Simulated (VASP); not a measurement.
# Ga27Sb26As (a cell with a defect) in VASP: notebook

Runs on Ga27Sb26As (a cell with a defect). Level: PBE. Tasks: electric field gradients.

Program: VASP 6.6.1. These are calculated values, not measurements. Logs are shortened: lines on timing, memory, paths and dates and some standing lists are left out, and cuts for length are marked.

## (1) The cell of the first run

The cell holds a defect, 54 atoms: a = 12.978 Å, b = 12.978 Å, c = 12.978 Å, α = 60.00°, β = 60.00°, γ = 60.00°.

## (2) Electric field gradients, PBE

Contents of INCAR:

```
  ALGO = Normal
  EDIFF = 1E-8
  ENCUT = 520
  GGA = PE
  ISIF = 2
  ISMEAR = -1
  LASPH = T
  LCHARG = F
  LEFG = T
  LREAL = Auto
  LUSENCCL = F
  LWAVE = F
  NBANDS = 276
  NELM = 80
  PREC = Accurate
  SIGMA = 0.01
```

Contents of KPOINTS:

```
k-points
0
Gamma
  2 2 2
```

Contents of POSCAR:

```
Ga27Sb26As
1.0
    0.0000000000      9.1770000000      9.1770000000
    9.1770000000      0.0000000000      9.1770000000
    9.1770000000      9.1770000000      0.0000000000
Ga As Sb
27 1 26
Direct
    0.0000000000      0.0000000000      0.0000000000
    0.0000000000      0.0000000000      0.3333333333
    0.0000000000      0.0000000000      0.6666666667
    0.0000000000      0.3333333333      0.0000000000
    0.0000000000      0.3333333333      0.3333333333
    0.0000000000      0.3333333333      0.6666666667
    0.0000000000      0.6666666667      0.0000000000
    0.0000000000      0.6666666667      0.3333333333
    0.0000000000      0.6666666667      0.6666666667
    0.3333333333      0.0000000000      0.0000000000
    0.3333333333      0.0000000000      0.3333333333
    0.3333333333      0.0000000000      0.6666666667
    0.3333333333      0.3333333333      0.0000000000
    0.3333333333      0.3333333333      0.3333333333
    0.3333333333      0.3333333333      0.6666666667
    0.3333333333      0.6666666667      0.0000000000
    0.3333333333      0.6666666667      0.3333333333
    0.3333333333      0.6666666667      0.6666666667
    0.6666666667      0.0000000000      0.0000000000
    0.6666666667      0.0000000000      0.3333333333
    0.6666666667      0.0000000000      0.6666666667
    0.6666666667      0.3333333333      0.0000000000
    0.6666666667      0.3333333333      0.3333333333
    0.6666666667      0.3333333333      0.6666666667
    0.6666666667      0.6666666667      0.0000000000
    0.6666666667      0.6666666667      0.3333333333
    0.6666666667      0.6666666667      0.6666666667
    0.0833333333      0.0833333333      0.0833333333
    0.0833333333      0.0833333333      0.4166666667
    0.0833333333      0.0833333333      0.7500000000
    0.0833333333      0.4166666667      0.0833333333
    0.0833333333      0.4166666667      0.4166666667
    0.0833333333      0.4166666667      0.7500000000
    0.0833333333      0.7500000000      0.0833333333
    0.0833333333      0.7500000000      0.4166666667
    0.0833333333      0.7500000000      0.7500000000
    0.4166666667      0.0833333333      0.0833333333
    0.4166666667      0.0833333333      0.4166666667
    0.4166666667      0.0833333333      0.7500000000
    0.4166666667      0.4166666667      0.0833333333
    0.4166666667      0.4166666667      0.4166666667
    0.4166666667      0.4166666667      0.7500000000
    0.4166666667      0.7500000000      0.0833333333
    0.4166666667      0.7500000000      0.4166666667
    0.4166666667      0.7500000000      0.7500000000
    0.7500000000      0.0833333333      0.0833333333
    0.7500000000      0.0833333333      0.4166666667
    0.7500000000      0.0833333333      0.7500000000
    0.7500000000      0.4166666667      0.0833333333
    0.7500000000      0.4166666667      0.4166666667
    0.7500000000      0.4166666667      0.7500000000
    0.7500000000      0.7500000000      0.0833333333
    0.7500000000      0.7500000000      0.4166666667
    0.7500000000      0.7500000000      0.7500000000
```

Potentials or basis: VASP PAW PBE potentials, release 64 (Ga_d, As, Sb).

Run with:

```
cat potpaw_PBE.64/Ga_d/POTCAR potpaw_PBE.64/As/POTCAR potpaw_PBE.64/Sb/POTCAR > POTCAR
mpirun -np 1 vasp_std > vasp.out
```

OUTCAR:

```text
EDIFF = 1E-8
   ENCUT = 520
   GGA = PE
   ISIF = 2
   ISMEAR = -1
   LASPH = T
   LREAL = Auto
   NELM = 80
   PREC = Accurate

 ion  position               nearest neighbor table
   1  0.000  0.000  0.000-  28 2.65  30 2.65  34 2.65  46 2.65
   2  0.000  0.000  0.333-  28 2.65  29 2.65  35 2.65  47 2.65
   3  0.000  0.000  0.667-  30 2.65  29 2.65  36 2.65  48 2.65
   4  0.000  0.333  0.000-  28 2.65  31 2.65  33 2.65  49 2.65
   5  0.000  0.333  0.333-  29 2.65  31 2.65  50 2.65  32 2.65
   6  0.000  0.333  0.667-  30 2.65  32 2.65  33 2.65  51 2.65
[... 46 lines left out ...]
  53  0.750  0.750  0.417-   8 2.65  20 2.65  26 2.65  27 2.65
  54  0.750  0.750  0.750-  27 2.65  21 2.65  25 2.65   9 2.65

  LATTYP: Found a face centered cubic cell.
 ALAT       =    18.3540000000

  Lattice vectors:

 A1 = (   0.0000000000,   9.1770000000,   9.1770000000)
 A2 = (   9.1770000000,   0.0000000000,   9.1770000000)
 A3 = (   9.1770000000,   9.1770000000,   0.0000000000)

Analysis of symmetry for initial positions (statically):
=====================================================================
 Subroutine PRICEL returns:
 Original cell was already a primitive cell.

 Routine SETGRP: Setting up the symmetry group for a
 face centered cubic supercell.

 Subroutine GETGRP returns: Found 24 space group operations
 (whereof  6 operations were pure point group operations)
 out of a pool of 48 trial point group operations.

The static configuration has the point symmetry C_3v.
 The point group associated with its full space group is T_d .

Analysis of symmetry for dynamics (positions and initial velocities):
=====================================================================
 Subroutine PRICEL returns:
 Original cell was already a primitive cell.

 Routine SETGRP: Setting up the symmetry group for a
 face centered cubic supercell.

 Subroutine GETGRP returns: Found 24 space group operations
 (whereof  6 operations were pure point group operations)
 out of a pool of 48 trial point group operations.

The dynamic configuration has the point symmetry C_3v.
 The point group associated with its full space group is T_d .
[... 1010 lines left out ...]

------------------------ aborting loop because EDIFF is reached ----------------------------------------

  FORCE on cell =-STRESS in cart. coord.  units (eV):
  Direction    XX          YY          ZZ          XY          YZ          ZX
  --------------------------------------------------------------------------------------
  -------------------------------------------------------------------------------------
  Total       20.8138341     20.8138341     20.8138341     -0.0000000      0.0000000     -0.0000000
  in kB       21.5739904     21.5739904     21.5739904     -0.0000000      0.0000000     -0.0000000
  external PRESSURE =      21.5739904 kB  Pullay stress =       0.0000000 kB

 VOLUME and BASIS-vectors are now :
 -----------------------------------------------------------------------------
  energy-cutoff  :      520.00
  volume of cell :     1545.72
      direct lattice vectors                 reciprocal lattice vectors
     0.000000000  9.177000000  9.177000000    -0.054484036  0.054484036  0.054484036
     9.177000000  0.000000000  9.177000000     0.054484036 -0.054484036  0.054484036
     9.177000000  9.177000000  0.000000000     0.054484036  0.054484036 -0.054484036

 POSITION                                       TOTAL-FORCE (eV/Angst)
 -----------------------------------------------------------------------------------
      0.00000      0.00000      0.00000         0.496672      0.496672      0.496672
      3.05900      3.05900      0.00000        -0.496672     -0.496672      0.496672
      6.11800      6.11800      0.00000        -0.000000     -0.000000     -0.010378
      3.05900      0.00000      3.05900        -0.496672      0.496672     -0.496672
      6.11800      3.05900      3.05900        -0.003431      0.006394      0.006394
      9.17700      6.11800      3.05900        -0.006394      0.003431      0.006394
[... 46 lines left out ...]
     10.70650     10.70650     13.76550        -0.000000     -0.000000     -0.000991
     13.76550     13.76550     13.76550         0.003596      0.003596      0.003596
 -----------------------------------------------------------------------------------
    total drift:                                0.000052      0.000052      0.000052

  FREE ENERGIE OF THE ION-ELECTRON SYSTEM (eV)
  ---------------------------------------------------
  free  energy   TOTEN  =      -198.3767971272 eV

  energy  without entropy=     -198.3718432937  energy(sigma->0) =     -198.37432021

 Electric field gradients (V/A^2)
---------------------------------------------------------------------
 ion       V_xx      V_yy      V_zz      V_xy      V_xz      V_yz
---------------------------------------------------------------------
   1       0.000     0.000     0.000    11.815    11.815    11.815
   2       0.002     0.002    -0.003    11.813   -11.823   -11.823
   3       0.145     0.145    -0.289     0.380    -0.003    -0.003
   4       0.002    -0.003     0.002   -11.823    11.813   -11.823
   5       0.061    -0.031    -0.031    -0.123    -0.123     0.256
   6      -0.027     0.057    -0.031    -0.123    -0.260     0.118
[... 46 lines left out ...]
  53      -0.064    -0.064     0.127     0.711     0.000     0.000
  54       0.000     0.000     0.000     0.400     0.400     0.400
---------------------------------------------------------------------

 Electric field gradients after diagonalization (V/A^2)
 (convention: |V_zz| > |V_xx| > |V_yy|)
----------------------------------------------------------------------
 ion       V_xx      V_yy      V_zz     asymmetry (V_yy - V_xx)/ V_zz
----------------------------------------------------------------------
   1     -11.815   -11.815    23.629       0.000
   2     -11.828   -11.812    23.639       0.001
   3      -0.289    -0.235     0.524       0.104
   4     -11.828   -11.812    23.639       0.001
   5      -0.287    -0.049     0.335       0.711
   6      -0.289    -0.047     0.336       0.720
[... 46 lines left out ...]
  53       0.647     0.127    -0.774       0.671
  54      -0.400    -0.400     0.800       0.000
----------------------------------------------------------------------

           NMR quadrupolar parameters

 Cq : quadrupolar parameter    Cq=e*Q*V_zz/h
 eta: asymmetry parameters     (V_yy - V_xx)/ V_zz
 Q  : nuclear electric quadrupole moment in mb (millibarn)
----------------------------------------------------------------------
 ion       Cq(MHz)       eta       Q (mb)
----------------------------------------------------------------------
   1       0.057       0.000       1.000
   2       0.057       0.001       1.000
   3       0.001       0.104       1.000
   4       0.057       0.001       1.000
   5       0.001       0.711       1.000
   6       0.001       0.720       1.000
[... 46 lines left out ...]
  53      -0.002       0.671       1.000
  54       0.002       0.000       1.000
----------------------------------------------------------------------
```

Wall time 4.5 min (1 × NVIDIA H100 80GB with 1 thread of AMD EPYC 7R13 (Zen 3), shared host); peak memory 2.6 GiB.

Results:

```yaml
Free_energy: -198.3768 eV
Pressure: 2.2 GPa
Largest_force: 0.860 eV/Å
Band_gap_on_the_k_mesh: zero (filled and empty bands touch)
Largest_electric_field_gradient_by_atom: Ga +23.6, +0.5, +0.3, -0.0 (each value once); As -0.0; Sb +4.9, +1.0, +0.8, -0.8 (each value once) V/Å²
```

Forces in eV/Å, atoms in the order of the input:
```
Ga   0.497  0.497  0.497
Ga  -0.497 -0.497  0.497
Ga   0.000  0.000 -0.010
Ga  -0.497  0.497 -0.497
Ga  -0.003  0.006  0.006
Ga  -0.006  0.003  0.006
Ga   0.000 -0.010  0.000
Ga  -0.006  0.006  0.003
Ga   0.010  0.000  0.000
Ga   0.497 -0.497 -0.497
Ga   0.006 -0.003  0.006
Ga   0.003 -0.006  0.006
Ga   0.006  0.006 -0.003
Ga   0.000  0.000  0.000
Ga  -0.006 -0.006 -0.003
Ga   0.003  0.006 -0.006
Ga  -0.006 -0.003 -0.006
Ga   0.000  0.000  0.000
Ga  -0.010  0.000  0.000
Ga   0.006 -0.006  0.003
Ga   0.000  0.010  0.000
Ga   0.006  0.003 -0.006
Ga  -0.003 -0.006 -0.006
Ga   0.000  0.000  0.000
Ga   0.000  0.000  0.010
Ga   0.000  0.000  0.000
Ga   0.000  0.000  0.000
As   0.000  0.000  0.000
Sb  -0.020 -0.020  0.030
Sb   0.020  0.020  0.030
Sb  -0.020  0.030 -0.020
Sb   0.004 -0.004 -0.004
Sb  -0.030  0.020 -0.020
Sb   0.020  0.030  0.020
Sb  -0.030 -0.020  0.020
Sb   0.004 -0.004 -0.004
Sb   0.030 -0.020 -0.020
Sb  -0.004  0.004 -0.004
Sb   0.020 -0.030 -0.020
Sb  -0.004 -0.004  0.004
Sb   0.004  0.004  0.004
Sb   0.000  0.000  0.001
Sb   0.020 -0.020 -0.030
Sb   0.000  0.001  0.000
Sb  -0.001  0.000  0.000
Sb   0.030  0.020  0.020
Sb  -0.020 -0.030  0.020
Sb  -0.004  0.004 -0.004
Sb  -0.020  0.020 -0.030
Sb   0.001  0.000  0.000
Sb   0.000 -0.001  0.000
Sb  -0.004 -0.004  0.004
Sb   0.000  0.000 -0.001
Sb   0.004  0.004  0.004
```

Levels at points of the mesh, in eV from the Fermi level:
```csv
k point,band 239,band 240,band 241,band 242,band 243,band 244,band 245,band 246,band 247,band 248
"(0.00, 0.00, 0.00)",-0.93,-0.93,-0.04,-0.01,-0.01,-0.01,0.41,0.60,0.60,0.60
"(0.50, 0.00, 0.00)",-1.15,-0.41,-0.41,-0.39,-0.39,0.39,0.96,1.02,1.29,1.31
"(0.50, 0.50, 0.00)",-1.01,-0.56,-0.56,-0.55,-0.54,0.93,1.26,1.55,1.62,1.67
```

Electric field gradients, principal values (V/Å²):
```tsv
atom	least	middle	greatest (by size)
1 Ga	-11.815	-11.815	23.629
2 Ga	-11.812	-11.828	23.639
3 Ga	-0.235	-0.289	0.524
4 Ga	-11.812	-11.828	23.639
5 Ga	-0.049	-0.287	0.335
6 Ga	-0.047	-0.289	0.336
7 Ga	-0.235	-0.289	0.524
8 Ga	-0.047	-0.289	0.336
9 Ga	-0.244	-0.284	0.528
10 Ga	-11.812	-11.828	23.639
11 Ga	-0.049	-0.287	0.335
12 Ga	-0.047	-0.289	0.336
13 Ga	-0.049	-0.287	0.335
14 Ga	0.001	0.001	-0.003
15 Ga	-0.043	-0.284	0.328
16 Ga	-0.047	-0.289	0.336
17 Ga	-0.043	-0.284	0.328
18 Ga	0.019	0.022	-0.040
19 Ga	-0.235	-0.289	0.524
20 Ga	-0.047	-0.289	0.336
21 Ga	-0.244	-0.284	0.528
22 Ga	-0.047	-0.289	0.336
23 Ga	-0.043	-0.284	0.328
24 Ga	0.019	0.022	-0.040
25 Ga	-0.244	-0.284	0.528
26 Ga	0.019	0.022	-0.040
27 Ga	0.022	0.022	-0.044
28 As	0.000	0.000	0.000
29 Sb	-0.728	-4.150	4.878
30 Sb	-0.728	-4.151	4.878
31 Sb	-0.728	-4.150	4.878
32 Sb	-0.517	-0.517	1.034
33 Sb	-0.727	-4.150	4.878
34 Sb	-0.728	-4.151	4.878
35 Sb	-0.727	-4.150	4.878
36 Sb	-0.399	-0.400	0.800
37 Sb	-0.728	-4.150	4.878
38 Sb	-0.517	-0.517	1.034
39 Sb	-0.727	-4.150	4.878
40 Sb	-0.517	-0.517	1.034
41 Sb	-0.517	-0.517	1.034
42 Sb	0.127	0.647	-0.774
43 Sb	-0.727	-4.150	4.878
44 Sb	0.127	0.647	-0.774
45 Sb	0.127	0.647	-0.774
46 Sb	-0.728	-4.151	4.878
47 Sb	-0.727	-4.150	4.878
48 Sb	-0.399	-0.400	0.800
49 Sb	-0.727	-4.150	4.878
50 Sb	0.127	0.647	-0.774
51 Sb	0.127	0.647	-0.774
52 Sb	-0.399	-0.400	0.800
53 Sb	0.127	0.647	-0.774
54 Sb	-0.400	-0.400	0.800
```

Caveat: without QUAD_EFG the Cq values of the log hold for a quadrupole moment of 1 mb, not for the nuclei; spin-orbit coupling is left out, which moves the levels of the heavy elements.

(Part 1 of 2 ends here.)
